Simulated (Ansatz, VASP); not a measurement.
# MnS in VASP and in Ansatz

```xyz
4
Lattice="-2.6218 -2.6218 5.2656 -5.2656 -2.6218 2.6218 -2.6218 -5.2656 2.6218" Properties=species:S:1:pos:R:3 pbc="T T T"
Mn    0.0000    0.0000    0.0000
Mn   -5.2546   -5.2546    5.2546
S     2.6383    2.6383    2.6492
S    -2.6164   -2.6164    7.9039
```

Alike in both runs: functional PBE; k mesh 8 × 8 × 8; occupations gaussian, width 0.05 eV; collinear spin; Hubbard terms Mn d U = 3.9 eV.

Ansatz relaxed the structure, and its values are those at the end. VASP's run is a single point on that final structure, the one shown.

```csv
,VASP,Ansatz
version,VASP 6.6.1,Ansatz 0.2.0
potentials or method,"VASP PAW PBE potentials, release 64 (Mn_pv, S), cutoff 520 eV","scalar-relativistic, plane waves, PAW"
valence electrons in the cell,38,42
```

Ansatz gave:

```
gap on the k mesh at the Fermi level (eV)                     : 2.23
least direct gap on the mesh (eV)                             : 2.72
pressure (GPa)                                                : 0.0
net moment per atom (μB)                                      : 0.00
size of the moment on the site where the two differ most (μB) : 4.45
```

Task: Which values does VASP return?

Result: gap on the k mesh at the Fermi level (eV): 2.30; least direct gap on the mesh (eV): 2.80; pressure (GPa): -0.5; net moment per atom (μB): 0.00; size of the moment on the site where the two differ most (μB): 4.53.

Site moments also hang on the region over which each program counts them. The programs project onto different local orbitals, so the same U acts differently, and such runs can settle in different states. VASP's potentials hold 38 valence electrons a cell and Ansatz's 42, so a difference there can come from the potentials and not from the codes.
